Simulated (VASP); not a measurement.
Al2O3, 5 atoms in the cell. The structure is trigonal, space group P-3m1 (No. 164). The conventional cell has a = 3.102 Å, b = 3.102 Å, c = 4.839 Å, α = 90.00°, β = 90.00°, γ = 120.00°. Within 2.5 Å of Al (site symmetry 3m) lie 7 O at 1.87 to 2.15 Å. O (site symmetry -3m) has 6 Al at 2.15 Å and 6 O at 2.48 Å within 2.8 Å. Within 2.5 Å of O (site symmetry 3m) lie 4 Al at 1.87 to 1.94 Å and 6 O at 2.28 to 2.48 Å. 

* Program: VASP 6.6.1
* Task: relaxation of cell and atoms
* Functional: PBEsol
* Potentials or basis: VASP PAW PBE potentials, release 64 (Al, O)
* Cutoff: 600 eV
* k mesh: 9 × 9 × 4
* Occupations: fermi-dirac, width 0.03 eV
* Spin: no spin polarisation
* Dipole correction: no
* Further INCAR settings: ALGO = Normal; EDIFF = 1e-06; IBRION = 2; EDIFFG = -0.01; NSW = 100; ISIF = 3

Potentials or basis: VASP PAW PBE potentials, release 64 (Al, O).

Launch:

```sh
$ cat potpaw_PBE.64/Al/POTCAR potpaw_PBE.64/O/POTCAR > POTCAR
$ mpirun -np 1 vasp_std > vasp.out
```

Hardware: 1 thread of Intel(R) Xeon(R) Platinum 8488C (Sapphire Rapids), with other jobs on the host.

Question: How long does it take, and how much memory?

Answer: Wall time 3.6 min on 1 thread of Intel(R) Xeon(R) Platinum 8488C (Sapphire Rapids), on a shared host, peak memory 0.19 GiB. Counts: scf iterations 133, k points 43, ion steps 18.
